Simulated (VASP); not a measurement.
# W (Im-3m) in VASP: single point with PBE

Aim: the single point of W with PBE.

All numbers are computed with VASP 6.6.1; they aren't measurements. Logs are shortened: lines on timing, memory, paths and dates and some standing lists are left out, and cuts for length are marked.

### 1 The cell of the first run

It takes space group Im-3m (No. 229, cubic). The conventional cell has a = 3.165 Å, b = 3.165 Å, c = 3.165 Å, α = 90.00°, β = 90.00°, γ = 90.00°. Within 3.6 Å of W (site symmetry m-3m) lie 14 W at 2.74 to 3.16 Å.

### 2 Single point, PBE

INCAR reads:

```
PREC = Accurate ; ENCUT = 520
EDIFF = 1E-6 ; ISMEAR = 0
SIGMA = 0.05 ; LREAL = False
LASPH = True ; NELM = 100
ALGO = Normal ; ISIF = 2
LWAVE = False ; LCHARG = False
GGA = PE ; NBANDS = 13
```

KPOINTS reads:

```
regular mesh
0
Gamma
  20 20 20
```

POSCAR reads:

```
W
1.0
   -1.5823450000      1.5823450000      1.5823450000
    1.5823450000     -1.5823450000      1.5823450000
    1.5823450000      1.5823450000     -1.5823450000
W
1
Direct
    0.0000000000      0.0000000000      0.0000000000
```

Potentials or basis: VASP PAW PBE potentials, release 64 (W_sv).

Run with:

```sh
> cat potpaw_PBE.64/W_sv/POTCAR > POTCAR
> mpirun -np 1 vasp_std > vasp.out
```

OUTCAR:

```text
PREC = Accurate
   ENCUT = 520
   EDIFF = 1E-6
   ISMEAR = 0
   LREAL = False
   LASPH = True
   NELM = 100
   ISIF = 2
   GGA = PE

 ion  position               nearest neighbor table
   1  0.000  0.000  0.000-

  LATTYP: Found a body centered cubic cell.
 ALAT       =     3.1646900000

  Lattice vectors:

 A1 = (  -1.5823450000,   1.5823450000,   1.5823450000)
 A2 = (   1.5823450000,  -1.5823450000,   1.5823450000)
 A3 = (   1.5823450000,   1.5823450000,  -1.5823450000)

Analysis of symmetry for initial positions (statically):
=====================================================================
 Subroutine PRICEL returns:
 Original cell was already a primitive cell.

 Routine SETGRP: Setting up the symmetry group for a
 body centered cubic supercell.

 Subroutine GETGRP returns: Found 48 space group operations
 (whereof 48 operations were pure point group operations)
 out of a pool of 48 trial point group operations.

The static configuration has the point symmetry O_h .

Analysis of symmetry for dynamics (positions and initial velocities):
=====================================================================
 Subroutine PRICEL returns:
 Original cell was already a primitive cell.

 Routine SETGRP: Setting up the symmetry group for a
 body centered cubic supercell.

 Subroutine GETGRP returns: Found 48 space group operations
 (whereof 48 operations were pure point group operations)
 out of a pool of 48 trial point group operations.

The dynamic configuration has the point symmetry O_h .

 Subroutine INISYM returns: Found 48 space group operations
 (whereof 48 operations are pure point group operations),
 and found     1 'primitive' translations

----------------------------------------------------------------------------------------

                                     Primitive cell

  volume of cell :      15.8476

  direct lattice vectors                    reciprocal lattice vectors
    -1.582345000  1.582345000  1.582345000     0.000000000  0.315986716  0.315986716
     1.582345000 -1.582345000  1.582345000     0.315986716  0.000000000  0.315986716
     1.582345000  1.582345000 -1.582345000     0.315986716  0.315986716  0.000000000

  length of vectors
     2.740701935  2.740701935  2.740701935     0.446872699  0.446872699  0.446872699

[... 77 lines left out ...]
   NELM   =    100;   NELMIN=  2; NELMDL= -5     # of ELM steps
   EDIFF  = 0.1E-05   stopping-criterion for ELM
   LREAL  =      F    real-space projection
   EDIFFG = 0.1E-04   stopping-criterion for IOM
   NSW    =      0    number of steps for IOM
   IBRION =     -1    ionic relax: 0-MD 1-quasi-New 2-CG
   NFREE  =      0    steps in history (QN), initial steepest desc. (CG)
   ISIF   =      2    stress and relaxation
   ISYM   =      2    0-nonsym 1-usesym 2-fastsym
   POTIM  = 0.5000    time-step for ionic-motion
   TEBEG  =    0.0;   TEEND  =   0.0 temperature during run
   PSTRESS=    0.0 pullay stress
   NELECT =      14.0000    total number of electrons
   NUPDOWN=      -1.0000    fix difference up-down
   EMIN   =  10.00;   EMAX   =-10.00  energy-range for DOS
   EFERMI =   0.00;   METHOD = LEGACY
   ISMEAR =     0;   SIGMA  =   0.05  broadening in eV -4-tet -1-fermi 0-gaus
   EFERMI_NEDOS =   21; number of points for ismear=-14 and -15
   IALGO  =     38    algorithm
   IMIX   =      4    mixing-type and parameters
     AMIX     =   0.40;   BMIX     =  1.00
     AMIX_MAG =   1.60;   BMIX_MAG =  1.00
  volume/ion in A,a.u.               =      15.85       106.94
  Fermi-wavevector in a.u.,A,eV,Ry     =   1.570832  2.968442 33.572544  2.467512
  Thomas-Fermi vector in A             =   2.672506
   LORBIT       =      0    0 simple, 1 ext, 2 COOP (PROOUT), +10 PAW based schemes
   GGA     = PE    functional components
   LHFCALC =     F    Hartree Fock is set to
   AEXX    =    0.0000 exact exchange contribution
   IVDW    =     0    specifies the selected vdW correction
   LEPSILON=     F    determine dielectric tensor
   LRPA    =     F    only Hartree local field effects (RPA)
 non-spin polarized calculation
 Gauss-broadening in eV      SIGMA  =   0.05
  energy-cutoff  :      520.00
  volume of cell :       15.85
 maximum number of plane-waves:       442
   NGX = 11   NGY = 11   NGZ = 11

 number of electron      14.0000004 magnetization

 Free energy of the ion-electron system (eV)
  ---------------------------------------------------
  ext. energy  EPLUGINS =         0.00000000
  ---------------------------------------------------
  free energy    TOTEN  =       -12.95283996 eV

  energy without entropy =      -12.95243358  energy(sigma->0) =      -12.95263677

 E-fermi :  11.4960     XC(G=0): -13.6432

 val. band max:       11.4808912436   @ k =  -0.2500   0.3500   0.1500
 cond. band min:      11.5047701630   @ k =   0.5000   0.5000   0.2000
 fundamental gap:      0.0238789194
 Fermi energy:        11.4959909770

 k-point     1 :       0.0000    0.0000    0.0000
  band No.  band energies     occupation
      1     -62.7416      2.00000
      2     -26.3026      2.00000
      3     -26.3026      2.00000
      4     -26.3026      2.00000
      5       1.8087      2.00000
      6      10.2148      2.00000
      7      10.2148      2.00000
      8      10.2148      2.00000
      9      13.7075      0.00000
     10      13.7075      0.00000
     11      25.9656      0.00000
     12      25.9656      0.00000
     13      25.9656      0.00000
[... 354 lines left out ...]
  band No.  band energies     occupation
      1     -62.6485      2.00000
      2     -27.1817      2.00000
      3     -26.5942      2.00000
      4     -26.3526      2.00000
      5       5.1242      2.00000
      6       8.5815      2.00000
      7       9.3120      2.00000
      8      12.9629      0.00000
      9      14.3190      0.00000
     10      14.6241      0.00000
     11      25.4330      0.00000
     12      26.9387      0.00000
     13      31.1378      0.00000

 [... further k-points ...]
[... 5 lines left out ...]
  --------------------------------------------------------------------------------------
  -------------------------------------------------------------------------------------
  Total        0.6095076      0.6095076      0.6095076     -0.0000000      0.0000000     -0.0000000
  in kB       61.6206362     61.6206362     61.6206362     -0.0000000      0.0000000     -0.0000000
  external PRESSURE =      61.6206362 kB  Pullay stress =       0.0000000 kB

 VOLUME and BASIS-vectors are now :
 -----------------------------------------------------------------------------
  energy-cutoff  :      520.00
  volume of cell :       15.85
      direct lattice vectors                 reciprocal lattice vectors
    -1.582345000  1.582345000  1.582345000     0.000000000  0.315986716  0.315986716
     1.582345000 -1.582345000  1.582345000     0.315986716  0.000000000  0.315986716
     1.582345000  1.582345000 -1.582345000     0.315986716  0.315986716  0.000000000

 POSITION                                       TOTAL-FORCE (eV/Angst)
 -----------------------------------------------------------------------------------
      0.00000      0.00000      0.00000        -0.000000      0.000000      0.000000
 -----------------------------------------------------------------------------------
    total drift:                                0.000000     -0.000000      0.000000

  FREE ENERGIE OF THE ION-ELECTRON SYSTEM (eV)
  ---------------------------------------------------
  free  energy   TOTEN  =       -12.9528399579 eV

  energy  without entropy=      -12.9524335770  energy(sigma->0) =      -12.95263677
```

OSZICAR:

```text
N       E                     dE             d eps       ncg     rms          rms(c)
DAV:   1     0.842083082262E+02    0.84208E+02   -0.74031E+03  6664   0.122E+03
DAV:   2    -0.119034919661E+02   -0.96112E+02   -0.92183E+02  7526   0.315E+02
DAV:   3    -0.135641138638E+02   -0.16606E+01   -0.16552E+01  7206   0.400E+01
DAV:   4    -0.135707006318E+02   -0.65868E-02   -0.65866E-02  7446   0.279E+00
DAV:   5    -0.135707540067E+02   -0.53375E-04   -0.53374E-04  7336   0.239E-01    0.209E+01
DAV:   6    -0.130846170131E+02    0.48614E+00   -0.40340E-01  6936   0.854E+00    0.842E+00
DAV:   7    -0.129570094408E+02    0.12761E+00   -0.21321E-01  7356   0.590E+00    0.630E-01
DAV:   8    -0.129528365316E+02    0.41729E-02   -0.41716E-03  6761   0.835E-01    0.719E-02
DAV:   9    -0.129528474076E+02   -0.10876E-04   -0.65251E-05  7656   0.988E-02    0.545E-02
DAV:  10    -0.129528394157E+02    0.79920E-05   -0.14478E-05  7231   0.536E-02    0.646E-03
DAV:  11    -0.129528399579E+02   -0.54221E-06   -0.23117E-07  4658   0.579E-03
   1 F= -.12952840E+02 E0= -.12952637E+02  d E =-.406381E-03
```

stdout:

```text
POSCAR found type information on POSCAR W
 POSCAR found :  1 types and       1 ions
 scaLAPACK will be used
 LDA part: xc-table for (Slater+PW92), standard interpolation
 POSCAR, INCAR and KPOINTS ok, starting setup
 FFT: planning ... GRIDC
 FFT: planning ... GRID_SOFT
 FFT: planning ... GRID
 WAVECAR not read
 entering main loop
```

Wall time 24 s (1 thread of Intel Xeon Platinum 8488C (Sapphire Rapids), shared host); peak memory 0.16 GiB.

What came out:

```yaml
Free_energy: -12.9528 eV
Pressure: 6.2 GPa
Band_gap_on_the_k_mesh: zero (band 7 reaches 16.61 eV, above the bottom of band 8 at 10.21 eV)
```

Levels at points of the mesh, in eV from the Fermi level:
```tsv
k point	band 3	band 4	band 5	band 6	band 7	band 8	band 9	band 10	band 11	band 12
(0.00, 0.00, 0.00)	-37.80	-37.80	-9.69	-1.28	-1.28	-1.28	2.21	2.21	14.47	14.47
(0.50, 0.00, 0.00)	-38.22	-37.81	-6.33	-3.62	0.63	2.10	3.08	6.10	11.04	11.44
(0.50, 0.50, 0.50)	-38.70	-38.70	-5.89	-5.89	5.12	5.12	5.12	8.20	8.20	8.20
```

Caveat: spin-orbit coupling is left out, which moves the levels of the heavy elements.
